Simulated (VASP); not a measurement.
# SnAu2O3 (P-3m1) in VASP: a series of runs, part 2 of 2

VASP 6.6.1. The steps go on from the part before.

### 3 Relaxation of cell and atoms, PBEsol

This run uses another cell than the first one, of 16.35 Å³/atom.

File INCAR:

```
ALGO     = Normal         # electronic algorithm
EDIFF    = 1E-7           # SCF threshold, eV
EDIFFG   = -0.01          # ionic threshold
ENCUT    = 600            # plane-wave cutoff, eV
GGA      = PS             # functional
IBRION   = 2              # ionic algorithm
ISIF     = 3              # what is computed and relaxed
ISMEAR   = -1             # smearing method
LASPH    = T              # aspherical terms in the spheres
LCHARG   = F              # write CHGCAR
LREAL    = F              # projectors in reciprocal space
LWAVE    = F              # write WAVECAR
NELM     = 100            # most SCF steps
NSW      = 100            # ionic steps
PREC     = Accurate       # precision mode
SIGMA    = 0.03           # smearing width, eV
```

File KPOINTS:

```
k-points
0
Gamma
  6 6 4
```

File POSCAR:

```
SnAu2O3
1.0
    3.5901744700      0.0000000000      0.0000000000
   -1.7950872300      3.1091822900      0.0000000000
    0.0000000000      0.0000000000      8.7879146900
Sn Au O
1 2 3
Direct
    0.0000000000      0.0000000000      0.0000000000
    0.3333333300      0.6666666700      0.6559942900
    0.6666666700      0.3333333300      0.3440057100
    0.3333333300      0.6666666700      0.1659022100
    0.6666666700      0.3333333300      0.8340977900
    0.0000000000      0.0000000000      0.5000000000
```

Potentials or basis: VASP PAW PBE potentials, release 64 (Sn_d, Au, O).

Launch:

```bash
$ cat potpaw_PBE.64/Sn_d/POTCAR potpaw_PBE.64/Au/POTCAR potpaw_PBE.64/O/POTCAR > POTCAR
$ mpirun -np 1 vasp_std > vasp.out
```

OUTCAR:

```text
EDIFF = 1E-7
   EDIFFG = -0.01
   ENCUT = 600
   GGA = PS
   IBRION = 2
   ISIF = 3
   ISMEAR = -1
   LASPH = T
   LREAL = F
   NELM = 100
   NSW = 100
   PREC = Accurate

 ion  position               nearest neighbor table
   1  0.000  0.000  0.000-   4 2.53   5 2.53   4 2.53   5 2.53   5 2.53   4 2.53   2 3.67   3 3.67
                             2 3.67   3 3.67   2 3.67   3 3.67
   2  0.333  0.667  0.656-   6 2.49   6 2.49   6 2.49   5 2.60   5 2.60   5 2.60   3 3.44   3 3.44
                             3 3.44   1 3.67   1 3.67   1 3.67
   3  0.667  0.333  0.344-   6 2.49   6 2.49   6 2.49   4 2.60   4 2.60   4 2.60   2 3.44   2 3.44
                             2 3.44   1 3.67   1 3.67   1 3.67
   4  0.333  0.667  0.166-   1 2.53   1 2.53   1 2.53   3 2.60   3 2.60   3 2.60
   5  0.667  0.333  0.834-   1 2.53   1 2.53   1 2.53   2 2.60   2 2.60   2 2.60
   6  0.000  0.000  0.500-   2 2.49   3 2.49   2 2.49   3 2.49   3 2.49   2 2.49

  LATTYP: Found a hexagonal cell.
 ALAT       =     3.5901744700
 C/A-ratio  =     2.4477681415

  Lattice vectors:

 A1 = (   3.5901744700,   0.0000000000,   0.0000000000)
 A2 = (  -1.7950872300,   3.1091822900,   0.0000000000)
 A3 = (   0.0000000000,   0.0000000000,   8.7879146900)

Analysis of symmetry for initial positions (statically):
=====================================================================
 Subroutine PRICEL returns:
 Original cell was already a primitive cell.

[... 183 lines left out ...]
  --------------------------------------------------------------------------------------
  -------------------------------------------------------------------------------------
  Total      -10.2528622    -10.2528622    -11.9307592     -0.0000000      0.0000000      0.0000000
  in kB     -167.4588604   -167.4588599   -194.8637659     -0.0000003      0.0000000      0.0000000
  external PRESSURE =    -176.5938287 kB  Pullay stress =       0.0000000 kB
[... 101 lines left out ...]
  FREE ENERGIE OF THE ION-ELECTRON SYSTEM (eV)
  ---------------------------------------------------
  free  energy   TOTEN  =       -28.1698188524 eV

  energy  without entropy=      -28.1570137409  energy(sigma->0) =      -28.16341630

[... ionic steps 4 to 36 ...]

--------------------------------------- Ionic step       37  -------------------------------------------

 number of electron      54.0000019 magnetization

------------------------ aborting loop because EDIFF is reached ----------------------------------------
[... 75 lines left out ...]
--------------------------------------- Ionic step       39  -------------------------------------------

 number of electron      54.0000019 magnetization

 Free energy of the ion-electron system (eV)
  ---------------------------------------------------
  ext. energy  EPLUGINS =         0.00000000
  ---------------------------------------------------
  free energy    TOTEN  =       -29.52900387 eV

  energy without entropy =      -29.51532837  energy(sigma->0) =      -29.52216612

 E-fermi :   6.2375     XC(G=0): -11.2345

 val. band max:        6.2104052351   @ k =   0.1667   0.0000   0.0000
 cond. band min:       6.2600085346   @ k =   0.3333  -0.0000   0.2500
 fundamental gap:      0.0496032995
 Fermi energy:         6.2374827865

 k-point     1 :       0.0000    0.0000    0.0000
  band No.  band energies     occupation
      1     -16.9203      2.00000
      2     -16.6478      2.00000
      3     -16.6478      2.00000
      4     -16.3524      2.00000
      5     -16.3524      2.00000
      6     -15.2315      2.00000
[... 862 lines left out ...]
  FREE ENERGIE OF THE ION-ELECTRON SYSTEM (eV)
  ---------------------------------------------------
  free  energy   TOTEN  =       -29.5290038661 eV

  energy  without entropy=      -29.5153283716  energy(sigma->0) =      -29.52216612

 reached required accuracy - stopping structural energy minimisation
```

CONTCAR:

```text
SnAu2O3
   1.00000000000000
     3.1105665486068346   -0.0000000007887750    0.0000000000000001
    -1.5552832706544617    2.6938296486613940   -0.0000000000000001
     0.0000000000000005   -0.0000000000000001   10.7645010794705556
  Sn              Au              O
     1     2     3
Direct
     0.0000000000000000    0.0000000000000000    0.0000000000000000
     0.3333333300000021    0.6666666699999979    0.6407239350267268
     0.6666666699999979    0.3333333300000021    0.3592760649732732
     0.3333333300000021    0.6666666699999979    0.0979327705343195
     0.6666666699999979    0.3333333300000021    0.9020672294656802
     0.0000000000000000    0.0000000000000000    0.5000000000000000

  0.00000000E+00  0.00000000E+00  0.00000000E+00
  0.00000000E+00  0.00000000E+00  0.00000000E+00
  0.00000000E+00  0.00000000E+00  0.00000000E+00
  0.00000000E+00  0.00000000E+00  0.00000000E+00
  0.00000000E+00  0.00000000E+00  0.00000000E+00
  0.00000000E+00  0.00000000E+00  0.00000000E+00
```

It took 76 min on 1 thread of Intel Xeon 8259CL, shared host; peak memory 0.32 GiB.

Results:

- Free energy: -29.5290 eV
- Relaxed volume: 15.03 Å³/atom
- Relaxed cell: a = 3.111 Å, b = 3.111 Å, c = 10.765 Å, α = 90.00°, β = 90.00°, γ = 120.00°
- Space group after relaxing (to 0.1 Å): P-3m1 (No. 164)
- Energy gained by relaxing: 429.7 meV/atom
- Ionic steps: 39
- Pressure after relaxing: 0.0 GPa
- Largest force after relaxing: 0.008 eV/Å
- Band gap on the k mesh: zero (bands 27 and 28 overlap by 0.37 eV)

Forces on the atoms (eV/Å):
```
Sn   0.000  0.000  0.000
Au   0.000  0.000 -0.008
Au   0.000  0.000  0.008
O    0.000  0.000  0.004
O    0.000  0.000 -0.004
O    0.000  0.000  0.000
```

Step by step:
```
step  energy change (eV)  largest force (eV/Å)  pressure (GPa)  volume (Å³)
   1              0.0000                0.8816          -17.66        98.10
   2             -0.9704                1.2129           15.34        74.67
   3             -1.2189                1.1293            0.71        80.72
   4             -1.3562                1.1105            0.90        80.54
   5             -1.6627                0.7975            2.05        79.93
   6             -1.3124                1.5344            8.55        78.35
   7             -1.7201                0.4632            2.94        79.55
   8             -1.7245                0.1402            3.72        79.34
   9             -1.6747                0.2699           -6.23        86.03
  10             -1.7598                0.0243           -0.62        81.86
  11             -1.8424                0.0344           -0.17        82.43
  12             -2.0833                0.4013            2.05        83.59
  13             -2.1128                2.4480           13.33        83.63
  14             -2.2324                1.5186            7.95        83.95
  15             -2.2060                1.9066           10.14        83.85
  16             -2.2155                1.9140           10.01        84.01
  17             -2.2409                1.9385            9.65        84.50
  18             -2.2761                1.9873            9.04        85.44
  19             -2.2815                2.1046            8.32        87.20
  20             -2.2885                2.0737            8.46        86.74
  21             -2.3234                1.9352            7.52        87.10
  22             -2.4089                1.5369            4.83        88.17
  23             -2.4998                0.8201            0.07        90.34
  24             -2.5089                0.5600           -1.63        91.22
  25             -2.5090                0.5336           -1.80        91.31
  26             -2.5193                0.4911           -1.65        91.12
  27             -2.5451                0.3637           -1.15        90.57
  28             -2.5729                0.1082           -0.03        89.46
  29             -2.5749                0.0167            0.41        89.06
  30             -2.5749                0.0268            0.36        89.11
  31             -2.5755                0.0327            0.11        89.27
  32             -2.5757                0.0511           -0.17        89.45
  33             -2.5761                0.0540           -0.10        89.47
  34             -2.5770                0.0630            0.07        89.55
  35             -2.5771                0.0661            0.17        89.59
  36             -2.5777                0.0502            0.07        89.82
  37             -2.5781                0.0242           -0.12        90.25
  38             -2.5780                0.0306            0.23        90.15
  39             -2.5781                0.0085            0.05        90.20
```

Final structure:
```
Sn Au O
1.0
     3.11057    0.00000    0.00000
    -1.55528    2.69383    0.00000
     0.00000    0.00000   10.76450
Sn Au O
1 2 3
Direct
  0.00000 0.00000 0.00000
  0.33333 0.66667 0.64072
  0.66667 0.33333 0.35928
  0.33333 0.66667 0.09793
  0.66667 0.33333 0.90207
  0.00000 0.00000 0.50000
```

Caveat: a cell axis changed by over 15 % at a fixed basis, so the end point is rough; the PAW data sets were made with another functional, which shifts forces and pressure a little; spin-orbit coupling is left out, which moves the levels of the heavy elements.
